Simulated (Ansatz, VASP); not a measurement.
## One calculation of Cr, two programs

```xyz
1
Lattice="-1.4150 1.4150 1.4150 1.4150 -1.4150 1.4150 1.4150 1.4150 -1.4150" Properties=species:S:1:pos:R:3 pbc="T T T"
Cr    0.0000    0.0000    0.0000
```

Alike in both runs: functional r2SCAN; k mesh 15 × 15 × 15; occupations fermi-dirac, width 0.1 eV; no spin polarisation.

Ansatz relaxed the structure, and its values are those at the end. VASP's run is a single point on that final structure, the one shown.

|  | VASP | Ansatz |
| --- | --- | --- |
| version | VASP 6.6.1 | Ansatz 0.2.0 |
| potentials or method | VASP PAW PBE potentials, release 64 (Cr_pv), cutoff 520 eV | plane waves (500 eV) with PAW, scalar-relativistic |
| valence electrons in the cell | 12 | 14 |

|  | VASP | Ansatz | Ansatz less VASP |
| --- | --- | --- | --- |
| pressure (GPa) | 0.6 | 0.0 | -0.65 |

VASP's potentials were made for PBE, not for r2SCAN. VASP's potentials hold 12 valence electrons a cell and Ansatz's 14, so a difference there can come from the potentials and not from the codes.
